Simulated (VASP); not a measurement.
# B3N (R3m) in VASP: single point with PBE

Aim: the single point of B3N with PBE.

Everything below comes from runs of VASP 6.6.1. Logs are shortened: lines on timing, memory, paths and dates and some standing lists are left out, and cuts for length are marked.

## Step 1: The cell of the first run

Symmetry: R3m, No. 160, trigonal system. The conventional cell has a = 2.551 Å, b = 2.551 Å, c = 14.526 Å, α = 90.00°, β = 90.00°, γ = 120.00°. Within 2.0 Å of B (site symmetry 3m) lie 1 N at 1.48 Å and 3 B at 1.81 Å. B (site symmetry 3m) has 4 B at 1.72 to 1.81 Å within 2.3 Å. B (site symmetry 3m) has 3 N at 1.58 Å and 1 B at 1.72 Å within 2.1 Å. Within 2.0 Å of N (site symmetry 3m) lie 4 B at 1.48 to 1.58 Å.

## Step 2: Single point, PBE

File INCAR:

```
SYSTEM = B3N
ALGO = Normal
EDIFF = 1E-6
ENCUT = 520
GGA = PE
ISIF = 2
ISMEAR = 0
LASPH = .True.
LCHARG = .True.
LELF = .True.
LREAL = .False.
LVHAR = .True.
LWAVE = .False.
NBANDS = 15
NELM = 60
PREC = Accurate
SIGMA = 0.1
```

File KPOINTS:

```
k-points
0
Gamma
  18 18 18
  0 0 0
```

File POSCAR:

```
B3N
1.0
    1.2752592349      0.7362712626      4.8419129040
   -1.2752592349      0.7362712626      4.8419129040
    0.0000000000     -1.4725425251      4.8419129040
B N
3 1
Direct
    0.0198385107      0.0198385107      0.0198385107
    0.6136858111      0.6136858111      0.6136858111
    0.4949557491      0.4949557491      0.4949557491
    0.1215199292      0.1215199292      0.1215199292
```

Potentials or basis: VASP PAW PBE potentials, release 64 (B, N).

Started as:

```bash
cat potpaw_PBE.64/B/POTCAR potpaw_PBE.64/N/POTCAR > POTCAR
mpirun -np 1 vasp_std > vasp.out
```

OUTCAR:

```text
SYSTEM = B3N
   EDIFF = 1E-6
   ENCUT = 520
   GGA = PE
   ISIF = 2
   ISMEAR = 0
   LASPH = .True.
   LREAL = .False.
   NELM = 60
   PREC = Accurate

 ion  position               nearest neighbor table
   1  0.020  0.020  0.020-   4 1.48   2 1.81   2 1.81   2 1.81
   2  0.614  0.614  0.614-   3 1.72   1 1.81   1 1.81   1 1.81
   3  0.495  0.495  0.495-   4 1.58   4 1.58   4 1.58   2 1.72
   4  0.122  0.122  0.122-   1 1.48   3 1.58   3 1.58   3 1.58

  LATTYP: Found a trigonal (rhomboedric) cell.
 ALAT       =     5.0608795736
 COS(alpha) =     0.8730084150

  Lattice vectors:

 A1 = (   1.2752592349,   0.7362712626,   4.8419129040)
 A2 = (  -1.2752592349,   0.7362712626,   4.8419129040)
 A3 = (   0.0000000000,  -1.4725425251,   4.8419129040)

Analysis of symmetry for initial positions (statically):
=====================================================================
 Subroutine PRICEL returns:
 Original cell was already a primitive cell.

 Routine SETGRP: Setting up the symmetry group for a
 trigonal (rhombohedral) supercell.

 Subroutine GETGRP returns: Found  6 space group operations
 (whereof  6 operations were pure point group operations)
 out of a pool of 12 trial point group operations.

The static configuration has the point symmetry C_3v.

Analysis of symmetry for dynamics (positions and initial velocities):
=====================================================================
 Subroutine PRICEL returns:
 Original cell was already a primitive cell.

 Routine SETGRP: Setting up the symmetry group for a
 trigonal (rhombohedral) supercell.

 Subroutine GETGRP returns: Found  6 space group operations
 (whereof  6 operations were pure point group operations)
 out of a pool of 12 trial point group operations.

The dynamic configuration has the point symmetry C_3v.

 Subroutine INISYM returns: Found  6 space group operations
 (whereof  6 operations are pure point group operations),
 and found     1 'primitive' translations

----------------------------------------------------------------------------------------

                                     Primitive cell

  volume of cell :      27.2775

  direct lattice vectors                    reciprocal lattice vectors
     1.275259235  0.736271263  4.841912904     0.392077145  0.226365845  0.068843315
    -1.275259235  0.736271263  4.841912904    -0.392077145  0.226365845  0.068843315
[... 95 lines left out ...]
   ISIF   =      2    stress and relaxation
   ISYM   =      2    0-nonsym 1-usesym 2-fastsym
   POTIM  = 0.5000    time-step for ionic-motion
   TEBEG  =    0.0;   TEEND  =   0.0 temperature during run
   PSTRESS=    0.0 pullay stress
   NELECT =      14.0000    total number of electrons
   NUPDOWN=      -1.0000    fix difference up-down
   EMIN   =  10.00;   EMAX   =-10.00  energy-range for DOS
   EFERMI =   0.00;   METHOD = LEGACY
   ISMEAR =     0;   SIGMA  =   0.10  broadening in eV -4-tet -1-fermi 0-gaus
   EFERMI_NEDOS =   21; number of points for ismear=-14 and -15
   IALGO  =     38    algorithm
   IMIX   =      4    mixing-type and parameters
     AMIX     =   0.40;   BMIX     =  1.00
     AMIX_MAG =   1.60;   BMIX_MAG =  1.00
  volume/ion in A,a.u.               =       6.82        46.02
  Fermi-wavevector in a.u.,A,eV,Ry     =   1.310738  2.476936 23.375284  1.718035
  Thomas-Fermi vector in A             =   2.441248
   LORBIT       =      0    0 simple, 1 ext, 2 COOP (PROOUT), +10 PAW based schemes
   GGA     = PE    functional components
   LHFCALC =     F    Hartree Fock is set to
   AEXX    =    0.0000 exact exchange contribution
   IVDW    =     0    specifies the selected vdW correction
   LEPSILON=     F    determine dielectric tensor
   LRPA    =     F    only Hartree local field effects (RPA)
 non-spin polarized calculation
 Gauss-broadening in eV      SIGMA  =   0.10
  energy-cutoff  :      520.00
  volume of cell :       27.28
 maximum number of plane-waves:       751
 NGX is ok and might be reduce to    40
   NGX = 19   NGY = 19   NGZ = 19

 number of electron      14.0000000 magnetization

 Free energy of the ion-electron system (eV)
  ---------------------------------------------------
  ext. energy  EPLUGINS =         0.00000000
  ---------------------------------------------------
  free energy    TOTEN  =       -29.17048427 eV

  energy without entropy =      -29.16831232  energy(sigma->0) =      -29.16939830

 E-fermi :   6.5048     XC(G=0): -12.1178

 val. band max:        6.4793691185   @ k =  -0.4444   0.3889   0.2222
 cond. band min:       6.5063549692   @ k =  -0.2778  -0.4444   0.0556
 fundamental gap:      0.0269858507
 Fermi energy:         6.5048138006

 k-point     1 :       0.0000    0.0000    0.0000
  band No.  band energies     occupation
      1     -13.0575      2.00000
      2      -5.6809      2.00000
      3      -4.0685      2.00000
      4       4.7916      2.00000
      5       4.7916      2.00000
      6       5.4004      2.00000
      7      12.5105      0.00000
      8      12.5105      0.00000
      9      12.7933      0.00000
     10      14.9211      0.00000
     11      14.9211      0.00000
     12      15.8056      0.00000
     13      17.9205      0.00000
     14      17.9205      0.00000
[... 401 lines left out ...]
      2      -4.3238      2.00000
      3      -2.6227      2.00000
      4       0.6240      2.00000
      5       3.1971      2.00000
      6       4.9326      2.00000
      7       6.9228      0.00000
      8       9.4213      0.00000
      9      13.5422      0.00000
     10      14.9298      0.00000
     11      16.7289      0.00000
     12      16.9428      0.00000
     13      18.6651      0.00000
     14      19.8537      0.00000
     15      20.5574      0.00000

 [... further k-points ...]
[... 5 lines left out ...]
  --------------------------------------------------------------------------------------
  -------------------------------------------------------------------------------------
  Total        0.0104340      0.0104340      0.0264572      0.0000000      0.0000000      0.0000000
  in kB        0.6128555      0.6128555      1.5539975      0.0000000      0.0000000      0.0000000
  external PRESSURE =       0.9265695 kB  Pullay stress =       0.0000000 kB

 VOLUME and BASIS-vectors are now :
 -----------------------------------------------------------------------------
  energy-cutoff  :      520.00
  volume of cell :       27.28
      direct lattice vectors                 reciprocal lattice vectors
     1.275259235  0.736271263  4.841912904     0.392077145  0.226365845  0.068843315
    -1.275259235  0.736271263  4.841912904    -0.392077145  0.226365845  0.068843315
     0.000000000 -1.472542525  4.841912904     0.000000000 -0.452731690  0.068843315

 POSITION                                       TOTAL-FORCE (eV/Angst)
 -----------------------------------------------------------------------------------
      0.00000      0.00000      0.28817         0.000000     -0.000000     -0.021244
      0.00000      0.00000      8.91424         0.000000     -0.000000     -0.001020
      0.00000      0.00000      7.18960         0.000000      0.000000      0.011662
      0.00000      0.00000      1.76517         0.000000      0.000000      0.010602
 -----------------------------------------------------------------------------------
    total drift:                                0.000000     -0.000000     -0.000693

  FREE ENERGIE OF THE ION-ELECTRON SYSTEM (eV)
  ---------------------------------------------------
  free  energy   TOTEN  =       -29.1704842717 eV

  energy  without entropy=      -29.1683123191  energy(sigma->0) =      -29.16939830
```

OSZICAR:

```text
N       E                     dE             d eps       ncg     rms          rms(c)
DAV:   1     0.232799504731E+02    0.23280E+02   -0.66891E+03 17416   0.859E+02
DAV:   2    -0.285721145919E+02   -0.51852E+02   -0.48170E+02 23610   0.185E+02
DAV:   3    -0.303770704381E+02   -0.18050E+01   -0.17972E+01 22525   0.314E+01
DAV:   4    -0.303821613640E+02   -0.50909E-02   -0.50905E-02 20410   0.187E+00
DAV:   5    -0.303821774687E+02   -0.16105E-04   -0.16104E-04 22244   0.978E-02    0.766E+00
DAV:   6    -0.293367864235E+02    0.10454E+01   -0.14735E+00 22713   0.103E+01    0.392E+00
DAV:   7    -0.291962860709E+02    0.14050E+00   -0.30695E-01 20529   0.421E+00    0.210E+00
DAV:   8    -0.291706977146E+02    0.25588E-01   -0.51105E-02 22482   0.163E+00    0.274E-01
DAV:   9    -0.291703727962E+02    0.32492E-03   -0.31383E-03 22279   0.604E-01    0.123E-01
DAV:  10    -0.291704733170E+02   -0.10052E-03   -0.45906E-04 20984   0.171E-01    0.372E-02
DAV:  11    -0.291704837775E+02   -0.10460E-04   -0.66371E-05 22482   0.698E-02    0.146E-02
DAV:  12    -0.291704842717E+02   -0.49415E-06   -0.98954E-06 23112   0.316E-02
   1 F= -.29170484E+02 E0= -.29169398E+02  d E =-.217195E-02
```

stdout:

```text
POSCAR found type information on POSCAR B N
 POSCAR found :  2 types and       4 ions
 scaLAPACK will be used
 LDA part: xc-table for (Slater+PW92), standard interpolation
 POSCAR, INCAR and KPOINTS ok, starting setup
 FFT: planning ... GRIDC
 FFT: planning ... GRID_SOFT
 FFT: planning ... GRID
 WAVECAR not read
 entering main loop
```

Wall time 4.1 min (1 thread of Intel Xeon 6975P-C (Granite Rapids), shared host); peak memory 0.38 GiB.

Results:

| Item | Value |
| --- | --- |
| Free energy | -29.1705 eV |
| Pressure | 0.1 GPa |
| Largest force | 0.021 eV/Å |
| Band gap on the k mesh | zero (band 7 reaches 12.51 eV, above the bottom of band 8 at 4.58 eV) |

Forces in eV/Å, atoms in the order of the input:
```
B    0.000  0.000 -0.021
B    0.000  0.000 -0.001
B    0.000  0.000  0.012
N    0.000  0.000  0.011
```
